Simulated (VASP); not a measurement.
Write the native input for VASP 6.6.1 that does the following.

```yaml
Task: single point
Functional: LDA
Potentials_or_basis: VASP PAW LDA potentials, release 64 (Co, O)
Cutoff: 600 eV
k_mesh: 13 × 13 × 13
Occupations: methfessel-paxton, width 0.15 eV
Spin: collinear spin, ferromagnetic start
Starting_moments: "[2.5, 0.0] μB"
Hubbard_terms: Co d U = 4.0 eV
Dipole_correction: no
Further_INCAR_settings: ALGO = Normal; EDIFF = 1e-06; NBANDS = 18
```

The structure of CoO lies in POSCAR:

```
CoO
1.0
   -1.5080000000      1.5080000000      2.1072475000
    1.5080000000     -1.5080000000      2.1072475000
    1.5080000000      1.5080000000     -2.1072475000
Co O
1 1
Direct
    0.0000000000      0.0000000000      0.0000000000
    0.5000000000      0.5000000000      0.0000000000
```

The input as run:

INCAR

```
PREC = Accurate
ENCUT = 600
EDIFF = 1E-6
ISMEAR = 1
SIGMA = 0.15
LREAL = False
LASPH = True
NELM = 200
ALGO = Normal
ISIF = 2
LWAVE = False
LCHARG = True
ISPIN = 2
MAGMOM = 2.5 0
LORBIT = 11
LMAXMIX = 4
LDAU = True
LDAUTYPE = 2
LDAUL = 2 -1
LDAUU = 4 0
LDAUJ = 0 0
LDAUPRINT = 1
LELF = True
LVHAR = True
NBANDS = 18
GGA_COMPAT = False
```

KPOINTS

```
regular mesh
0
Gamma
  13 13 13
```

Potentials or basis: VASP PAW LDA potentials, release 64 (Co, O).

Command:

```sh
$ cat potpaw_LDA.64/Co/POTCAR potpaw_LDA.64/O/POTCAR > POTCAR
$ mpirun -np 1 vasp_std > vasp.out
```

Results of the run:

```yaml
Pressure: -17.1 GPa
Band_gap_on_the_k_mesh: zero (filled and empty bands overlap)
Net_moment: 3.00 μB per cell
Site_moments: Co +2.73; O +0.25 μB
Valence_electrons_inside_the_program's_atomic_spheres: Co 7.84; O 4.97
```

Caveat: the stress differs along the axes, from -22 to -15 GPa; a cell with one magnetic atom can't hold antiferromagnetic order, which such compounds often take.

Wall time 52 s on 1 thread of Intel(R) Xeon(R) 6975P-C (Granite Rapids), with other jobs on the host, peak memory 0.23 GiB.
